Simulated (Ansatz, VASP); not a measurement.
## Two plane-wave programs on Mo2C

```xyz
12
Lattice="4.7350 0.0000 0.0000 0.0000 6.0250 0.0000 0.0000 0.0000 5.2100" Properties=species:S:1:pos:R:3 pbc="T T T"
Mo    1.1602    0.7517    0.4093
Mo    1.1931    2.2900    3.0142
Mo    3.5277    2.2900    4.7865
Mo    3.5606    0.7516    2.1816
Mo    3.5606    5.3024    4.7865
Mo    3.5278    3.7641    2.1816
Mo    1.1932    3.7641    0.4093
Mo    1.1603    5.3026    3.0142
C    -0.0071    2.2845    1.2954
C     2.3605    0.7572    3.9005
C    -0.0069    3.7697    3.9004
C     2.3605    5.2970    1.2954
```

Alike in both runs: functional LDA; k mesh 5 × 4 × 5; occupations methfessel-paxton of order 1, width 0.05 eV; no spin polarisation.

Ansatz relaxed the structure, and its values are those at the end. VASP's run is a single point on that final structure, the one shown.

|  | VASP | Ansatz |
| --- | --- | --- |
| version | VASP 6.6.1 | Ansatz 0.2.0 |
| potentials or method | VASP PAW LDA potentials, release 64 (Mo_sv, C), cutoff 600 eV | plane waves, PAW |
| valence electrons in the cell | 128 | 128 |

```csv
,VASP,Ansatz,Ansatz less VASP
rms of the force components (eV/Å),0.007,0.004,-0.0030
```

LDA's correlation is that of Perdew and Zunger in VASP and of Perdew and Wang (1992) in Ansatz.
